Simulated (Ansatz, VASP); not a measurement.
## Two plane-wave programs on WS2

```
W S
1.0
     3.13338    0.00000    0.00000
    -1.56669    2.71359    0.00000
     0.00000    0.00000   17.10403
W S
1 2
Direct
  0.33333 0.66667 0.00000
  0.66667 0.33333 0.90788
  0.66667 0.33333 0.09212
```

Alike in both runs: task single point; functional r2SCAN; k mesh 12 × 12 × 2; occupations gaussian, width 0.02 eV; no spin polarisation.

|  | VASP | Ansatz |
| --- | --- | --- |
| version | VASP 6.6.1 | Ansatz 0.2.0 |
| potentials or method | VASP PAW PBE potentials, release 64 (W_sv, S), cutoff 520 eV | scalar-relativistic, plane waves, PAW |
| valence electrons in the cell | 26 | 26 |

|  | VASP | Ansatz | Ansatz less VASP |
| --- | --- | --- | --- |
| gap on the k mesh at the Fermi level (eV) | 2.15 | 2.15 | -0.004 |
| least direct gap on the mesh (eV) | 2.15 | 2.15 | -0.004 |
| rms of the force components (eV/Å) | 0.012 | 0.000 | -0.0120 |

VASP's potentials were made for PBE, not for r2SCAN. Atom by atom the forces differ by 0.012 eV/Å (rms over components).

Neither program's run includes spin-orbit coupling.
